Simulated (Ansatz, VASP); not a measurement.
C: VASP beside Ansatz

```
C
1.0
     2.45625    0.00000    0.00000
    -1.22812    2.12717    0.00000
     0.00000    0.00000   29.49188
C
12
Cartesian
  1.2281 0.7091 18.6622
  1.2281 0.7091 3.9163
  1.2281 0.7091 10.8297
  1.2281 0.7091 25.5756
  0.0000 0.0000 7.3730
  0.0000 1.4181 25.5756
  0.0000 0.0000 22.1189
  1.2281 0.7091 7.3730
  0.0000 1.4181 10.8297
  0.0000 1.4181 22.1189
  0.0000 1.4181 3.9162
  0.0000 1.4181 18.6622
```

Alike in both runs: task single point; functional PBE; dispersion D3(BJ); k mesh 9 × 9 × 1; occupations gaussian, width 0.1 eV; no spin polarisation.

|  | VASP | Ansatz |
| --- | --- | --- |
| version | VASP 6.6.1 | Ansatz 0.2.0 |
| potentials or method | VASP PAW PBE potentials, release 64 (C), cutoff 600 eV | scalar-relativistic, plane waves, PAW |
| valence electrons in the cell | 48 | 48 |

|  | VASP | Ansatz | Ansatz less VASP |
| --- | --- | --- | --- |
| gap on the k mesh at the Fermi level (eV) | none | none | - |
| least direct gap on the mesh (eV) | 0.00 | 0.00 | 0.000 |
| rms of the force components (eV/Å) | 0.008 | 0.008 | 0.0000 |

Atom by atom the forces differ by 0.000 eV/Å (rms over components). A gap of «none» marks a metal or a gap that the smearing closes.

A gap of «none» marks a metal or a gap under the smearing width.
